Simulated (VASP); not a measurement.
AgCl, 2 atoms in the cell. The typed cell holds 2 atoms: a = 3.972 Å, b = 3.972 Å, c = 3.972 Å, α = 120.30°, β = 120.30°, γ = 89.48°. 

| Quantity | Value |
| --- | --- |
| Program | VASP 6.6.1 |
| Task | single point |
| Functional | PBE |
| Potentials or basis | VASP PAW PBE potentials, release 64 (Ag, Cl) |
| Cutoff | 520 eV |
| k mesh | 6 × 6 × 6 |
| Occupations | gaussian, width 0.1 eV |
| Spin | no spin polarisation |
| Dipole correction | no |
| Further INCAR settings | ALGO = Normal; EDIFF = 1e-06; NBANDS = 16 |

Potentials or basis: VASP PAW PBE potentials, release 64 (Ag, Cl).

The run is started by

```bash
$ cat potpaw_PBE.64/Ag/POTCAR potpaw_PBE.64/Cl/POTCAR > POTCAR
$ mpirun -np 1 vasp_std > vasp.out
```

Hardware: 1 thread of Intel(R) Xeon(R) 6975P-C (Granite Rapids), with other jobs on the host.

Problem. How long does it take, and how much memory?

Solution. It took 9.3 s on 1 thread of Intel(R) Xeon(R) 6975P-C (Granite Rapids) (shared host), peak memory 0.17 GiB. Counts: scf iterations 12, k points 30.
